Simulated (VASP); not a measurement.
# LiH (R3m) in VASP: notebook, part 2 of 2

VASP 6.6.1.

## Step 3: Single point, PBE (all H atoms moved +0.050 Å, as atom 2 along Cartesian [1 1 1])

The input, INCAR:

```
SYSTEM = LiH
ALGO = Normal ; EDIFF = 1E-6
ENCUT = 750 ; GGA = PE
GGA_COMPAT = .False. ; ISIF = 2
ISMEAR = 0 ; LASPH = .True.
LCHARG = .True. ; LELF = .True.
LREAL = .False. ; LVHAR = .True.
LWAVE = .False. ; NBANDS = 9
NELM = 120 ; PREC = Accurate
SIGMA = 0.05
```

The input, KPOINTS:

```
k-points
0
Gamma
  10 10 10
  0 0 0
```

The input, POSCAR:

```
LiH
1.0
    0.0000000000      2.0325000000      2.0325000000
    2.0325000000      0.0000000000      2.0325000000
    2.0325000000      2.0325000000      0.0000000000
Li H
1 1
Direct
    0.0000000000      0.0000000000      0.0000000000
    0.5071014793      0.5071014793      0.5071014793
```

Potentials or basis: VASP PAW PBE potentials, release 64 (Li_sv, H).

On the command line:

```console
$ cat potpaw_PBE.64/Li_sv/POTCAR potpaw_PBE.64/H/POTCAR > POTCAR
$ mpirun -np 1 vasp_std > vasp.out
```

OUTCAR:

```text
SYSTEM = LiH
   EDIFF = 1E-6
   ENCUT = 750
   GGA = PE
   ISIF = 2
   ISMEAR = 0
   LASPH = .True.
   LREAL = .False.
   NELM = 120
   PREC = Accurate

 ion  position               nearest neighbor table
   1  0.000  0.000  0.000-
   2  0.507  0.507  0.507-

  LATTYP: Found a face centered cubic cell.
 ALAT       =     4.0650000000

  Lattice vectors:

 A1 = (   0.0000000000,   2.0325000000,   2.0325000000)
 A2 = (   2.0325000000,   0.0000000000,   2.0325000000)
 A3 = (   2.0325000000,   2.0325000000,   0.0000000000)

Analysis of symmetry for initial positions (statically):
=====================================================================
 Subroutine PRICEL returns:
 Original cell was already a primitive cell.

 Routine SETGRP: Setting up the symmetry group for a
 face centered cubic supercell.

 Subroutine GETGRP returns: Found  6 space group operations
 (whereof  6 operations were pure point group operations)
 out of a pool of 48 trial point group operations.

The static configuration has the point symmetry C_3v.

Analysis of symmetry for dynamics (positions and initial velocities):
=====================================================================
 Subroutine PRICEL returns:
 Original cell was already a primitive cell.

 Routine SETGRP: Setting up the symmetry group for a
 face centered cubic supercell.

 Subroutine GETGRP returns: Found  6 space group operations
 (whereof  6 operations were pure point group operations)
 out of a pool of 48 trial point group operations.

The dynamic configuration has the point symmetry C_3v.

 Subroutine INISYM returns: Found  6 space group operations
 (whereof  6 operations are pure point group operations),
 and found     1 'primitive' translations

----------------------------------------------------------------------------------------

                                     Primitive cell

  volume of cell :      16.7927

[... 108 lines left out ...]
     AMIX_MAG =   1.60;   BMIX_MAG =  1.00
  volume/ion in A,a.u.               =       8.40        56.66
  Fermi-wavevector in a.u.,A,eV,Ry     =   1.014817  1.917726 14.012000  1.029853
  Thomas-Fermi vector in A             =   2.148066
   LORBIT       =      0    0 simple, 1 ext, 2 COOP (PROOUT), +10 PAW based schemes
   GGA     = PE    functional components
   LHFCALC =     F    Hartree Fock is set to
   AEXX    =    0.0000 exact exchange contribution
   IVDW    =     0    specifies the selected vdW correction
   LEPSILON=     F    determine dielectric tensor
   LRPA    =     F    only Hartree local field effects (RPA)
 non-spin polarized calculation
 Gauss-broadening in eV      SIGMA  =   0.05
  energy-cutoff  :      750.00
  volume of cell :       16.79
 maximum number of plane-waves:       801
 NGX is ok and might be reduce to    28
   NGX = 13   NGY = 13   NGZ = 13

 number of electron       3.9999998 magnetization

 Free energy of the ion-electron system (eV)
  ---------------------------------------------------
  ext. energy  EPLUGINS =         0.00000000
  ---------------------------------------------------
  free energy    TOTEN  =        -6.12219270 eV

  energy without entropy =       -6.12219270  energy(sigma->0) =       -6.12219270

 E-fermi :   0.1978     XC(G=0):  -8.3779

 val. band max:       -0.1100700214   @ k =   0.5000   0.5000   0.0000
 cond. band min:       2.9143930777   @ k =   0.5000   0.5000   0.0000
 fundamental gap:      3.0244630992
 Fermi energy:         0.1978100306

 k-point     1 :       0.0000    0.0000    0.0000
  band No.  band energies     occupation
      1     -44.4264      2.00000
      2      -5.3844      2.00000
      3      15.3895      0.00000
      4      17.3639      0.00000
      5      17.3639      0.00000
      6      17.4352      0.00000
      7      21.9932      0.00000
      8      22.0008      0.00000
      9      22.0008      0.00000
[... 265 lines left out ...]
 k-point    24 :       0.5000    0.4000    0.5000
  band No.  band energies     occupation
      1     -44.3860      2.00000
      2      -2.4667      2.00000
      3       4.8476      0.00000
      4      11.8157      0.00000
      5      14.5984      0.00000
      6      15.5457      0.00000
      7      20.4961      0.00000
      8      20.8773      0.00000
      9      26.1388      0.00000

 [... further k-points ...]
[... 5 lines left out ...]
  --------------------------------------------------------------------------------------
  -------------------------------------------------------------------------------------
  Total       -0.1677279     -0.1677279     -0.1677279     -0.0005710     -0.0005710     -0.0005710
  in kB      -16.0027340    -16.0027340    -16.0027340     -0.0544738     -0.0544738     -0.0544738
  external PRESSURE =     -16.0027340 kB  Pullay stress =       0.0000000 kB

 VOLUME and BASIS-vectors are now :
 -----------------------------------------------------------------------------
  energy-cutoff  :      750.00
  volume of cell :       16.79
      direct lattice vectors                 reciprocal lattice vectors
     0.000000000  2.032500000  2.032500000    -0.246002460  0.246002460  0.246002460
     2.032500000  0.000000000  2.032500000     0.246002460 -0.246002460  0.246002460
     2.032500000  2.032500000  0.000000000     0.246002460  0.246002460 -0.246002460

 POSITION                                       TOTAL-FORCE (eV/Angst)
 -----------------------------------------------------------------------------------
      0.00000      0.00000      0.00000         0.027291      0.027291      0.027291
      2.06137      2.06137      2.06137        -0.027291     -0.027291     -0.027291
 -----------------------------------------------------------------------------------
    total drift:                                0.000042      0.000042      0.000042

  FREE ENERGIE OF THE ION-ELECTRON SYSTEM (eV)
  ---------------------------------------------------
  free  energy   TOTEN  =        -6.1221927008 eV

  energy  without entropy=       -6.1221927008  energy(sigma->0) =       -6.12219270
```

OSZICAR:

```text
N       E                     dE             d eps       ncg     rms          rms(c)
DAV:   1    -0.605328389272E+00   -0.60533E+00   -0.18971E+03  2088   0.532E+02
DAV:   2    -0.626741066793E+01   -0.56621E+01   -0.56309E+01  3010   0.646E+01
DAV:   3    -0.636280675806E+01   -0.95396E-01   -0.95331E-01  2517   0.710E+00
DAV:   4    -0.636334215477E+01   -0.53540E-03   -0.53533E-03  2965   0.481E-01
DAV:   5    -0.636334489283E+01   -0.27381E-05   -0.27380E-05  2547   0.237E-02    0.286E+00
DAV:   6    -0.618031575073E+01    0.18303E+00   -0.15349E-01  2303   0.121E+00    0.143E+00
DAV:   7    -0.612030252836E+01    0.60013E-01   -0.19328E-01  2424   0.156E+00    0.218E-01
DAV:   8    -0.612222979516E+01   -0.19273E-02   -0.47724E-03  2512   0.462E-01    0.410E-02
DAV:   9    -0.612219333510E+01    0.36460E-04   -0.14400E-04  2720   0.474E-02    0.876E-03
DAV:  10    -0.612219270079E+01    0.63431E-06   -0.66092E-06  2473   0.181E-02
   1 F= -.61221927E+01 E0= -.61221927E+01  d E =-.288925E-20
```

Wall time 13 s (1 thread of Intel Xeon 6975P-C (Granite Rapids), shared host); peak memory 0.16 GiB.

Results:

| Item | Value |
| --- | --- |
| Free energy | -6.1222 eV |
| Pressure | -1.6 GPa |
| Largest force | 0.047 eV/Å |
| Band gap on the k mesh | 3.02 eV, direct |

Forces on the atoms (eV/Å):
```
Li   0.027  0.027  0.027
H   -0.027 -0.027 -0.027
```

Levels at points of the mesh, in eV from the valence-band top:
```
           k point  band 1  band 2  band 3  band 4  band 5  band 6  band 7
(0.00, 0.00, 0.00)  -44.32   -5.27   15.50   17.47   17.47   17.55   22.10
(0.50, 0.00, 0.00)  -44.28   -2.50    4.82   13.31   16.12   16.13   18.68
(0.50, 0.50, 0.50)  -44.28   -2.50    4.80   13.33   16.13   16.13   18.67
(0.50, 0.50, 0.00)  -44.27    0.00    3.02   10.62   10.62   13.73   16.68
```

Caveat: the cell differs from its parent crystal (all H atoms moved +0.050 Å, as atom 2 along Cartesian [1 1 1]).

## Step 4: Single point, PBE (all H atoms moved +0.125 Å, as atom 2 along Cartesian [1 1 1])

The input, INCAR:

```
SYSTEM = LiH
ALGO     = Normal         ! electronic algorithm
EDIFF    = 1E-6           ! SCF threshold, eV
ENCUT    = 750            ! plane-wave cutoff, eV
GGA      = PE             ! functional
GGA_COMPAT= .FALSE.      
ISIF     = 2              ! what is computed and relaxed
ISMEAR   = 0              ! smearing method
LASPH    = .TRUE.         ! aspherical terms in the spheres
LCHARG   = .TRUE.         ! write CHGCAR
LELF     = .TRUE.         ! ELF
LREAL    = .FALSE.        ! projectors in reciprocal space
LVHAR    = .TRUE.       
LWAVE    = .FALSE.        ! write WAVECAR
NBANDS   = 9              ! bands
NELM     = 120            ! most SCF steps
PREC     = Accurate       ! precision mode
SIGMA    = 0.05           ! smearing width, eV
```

The input, KPOINTS:

```
k-points
0
G
  10 10 10
  0 0 0
```

Changes to POSCAR since step 3:

```diff
@@ -9,2 +9,2 @@
     0.0000000000      0.0000000000      0.0000000000
-    0.5071014793      0.5071014793      0.5071014793
+    0.5177536983      0.5177536983      0.5177536983
```

On the command line:

```console
$ cat potpaw_PBE.64/Li_sv/POTCAR potpaw_PBE.64/H/POTCAR > POTCAR
$ mpirun -np 1 vasp_std > vasp.out
```

Wall time 14 s (1 thread of Intel Xeon 6975P-C (Granite Rapids), shared host); peak memory 0.16 GiB.

Results (log left out):

| Quantity | Value |
| --- | --- |
| Free energy | -6.1160 eV |
| Pressure | -1.4 GPa |
| Largest force | 0.118 eV/Å |
| Band gap on the k mesh | 3.10 eV, direct |

Forces in eV/Å, atoms in the order of the input:
```
Li   0.068  0.068  0.068
H   -0.068 -0.068 -0.068
```

Levels at points of the mesh, in eV from the valence-band top:
```csv
k point,band 1,band 2,band 3,band 4,band 5,band 6,band 7
"(0.00, 0.00, 0.00)",-44.28,-5.24,15.30,17.50,17.50,17.89,22.08
"(0.50, 0.00, 0.00)",-44.24,-2.48,4.84,13.36,16.11,16.15,18.76
"(0.50, 0.50, 0.50)",-44.24,-2.44,4.76,13.43,16.15,16.15,18.71
"(0.50, 0.50, 0.00)",-44.23,0.00,3.10,10.64,10.65,13.75,16.75
```

Caveat: the cell differs from its parent crystal (all H atoms moved +0.125 Å, as atom 2 along Cartesian [1 1 1]).

## Step 5: Single point, PBE (all H atoms moved +0.075 Å, as atom 2 along Cartesian [1 1 1])

The input, INCAR:

```
ALGO = Normal
EDIFF = 1E-6
ENCUT = 750
GGA = PE
GGA_COMPAT = F
ISIF = 2
ISMEAR = 0
LASPH = T
LCHARG = F
LREAL = F
LWAVE = F
NBANDS = 9
NELM = 120
PREC = Accurate
SIGMA = 0.05
```

The input, KPOINTS:

```
k-points
0
Gamma
  10 10 10
```

Changes to POSCAR since step 4:

```diff
@@ -9,2 +9,2 @@
     0.0000000000      0.0000000000      0.0000000000
-    0.5177536983      0.5177536983      0.5177536983
+    0.5106522190      0.5106522190      0.5106522190
```

On the command line:

```console
$ cat potpaw_PBE.64/Li_sv/POTCAR potpaw_PBE.64/H/POTCAR > POTCAR
$ mpirun -np 1 vasp_std > vasp.out
```

It took 13 s on 1 thread of Intel Xeon 6975P-C (Granite Rapids), shared host; peak memory 0.16 GiB.

Results (log left out):

```yaml
Free_energy: -6.1207 eV
Pressure: -1.6 GPa
Largest_force: 0.071 eV/Å
Band_gap_on_the_k_mesh: 3.04 eV, direct
```

Forces on the atoms (eV/Å):
```
Li   0.041  0.041  0.041
H   -0.041 -0.041 -0.041
```

Levels at points of the mesh, in eV from the valence-band top:
```tsv
k point	band 1	band 2	band 3	band 4	band 5	band 6
(0.00, 0.00, 0.00)	-44.31	-5.27	15.44	17.48	17.48	17.64
(0.50, 0.00, 0.00)	-44.27	-2.50	4.82	13.33	16.12	16.13
(0.50, 0.50, 0.50)	-44.27	-2.48	4.79	13.35	16.13	16.13
(0.50, 0.50, 0.00)	-44.26	0.00	3.04	10.62	10.63	13.73
```

Caveat: the cell differs from its parent crystal (all H atoms moved +0.075 Å, as atom 2 along Cartesian [1 1 1]).

## Step 6: Single point, PBE (all H atoms moved +0.025 Å, as atom 2 along Cartesian [1 1 1])

The input, INCAR:

```
SYSTEM = LiH
PREC = Accurate ; ENCUT = 750
EDIFF = 1E-6 ; ISMEAR = 0
SIGMA = 0.05 ; LREAL = .FALSE.
LASPH = .TRUE. ; NELM = 120
ALGO = Normal ; ISIF = 2
LWAVE = .FALSE. ; LCHARG = .FALSE.
GGA = PE ; NBANDS = 9
GGA_COMPAT = .FALSE.
```

The input, KPOINTS:

```
regular mesh
0
G
  10 10 10
  0 0 0
```

Changes to POSCAR since step 5:

```diff
@@ -9,2 +9,2 @@
     0.0000000000      0.0000000000      0.0000000000
-    0.5106522190      0.5106522190      0.5106522190
+    0.5035507397      0.5035507397      0.5035507397
```

Potentials or basis: VASP PAW PBE potentials, release 64 (Li_sv, H).

On the command line:

```console
$ cat potpaw_PBE.64/Li_sv/POTCAR potpaw_PBE.64/H/POTCAR > POTCAR
$ mpirun -np 1 vasp_std > vasp.out
```

Wall time 12 s (1 thread of Intel Xeon 6975P-C (Granite Rapids), shared host); peak memory 0.16 GiB.

The run converged. Its results:

```yaml
Free_energy: -6.1231 eV
Pressure: -1.6 GPa
Largest_force: 0.024 eV/Å
Band_gap_on_the_k_mesh: 3.01 eV, direct
```

Forces on the atoms (eV/Å):
```
Li   0.014  0.014  0.014
H   -0.014 -0.014 -0.014
```

Levels at points of the mesh, in eV from the valence-band top:
| k point | band 1 | band 2 | band 3 | band 4 | band 5 | band 6 | band 7 |
| --- | --- | --- | --- | --- | --- | --- | --- |
| (0.00, 0.00, 0.00) | -44.32 | -5.28 | 15.54 | 17.47 | 17.47 | 17.49 | 22.11 |
| (0.50, 0.00, 0.00) | -44.28 | -2.51 | 4.81 | 13.31 | 16.12 | 16.13 | 18.67 |
| (0.50, 0.50, 0.50) | -44.28 | -2.51 | 4.81 | 13.31 | 16.13 | 16.13 | 18.67 |
| (0.50, 0.50, 0.00) | -44.27 | 0.00 | 3.01 | 10.61 | 10.61 | 13.73 | 16.67 |

Caveat: the cell differs from its parent crystal (all H atoms moved +0.025 Å, as atom 2 along Cartesian [1 1 1]).
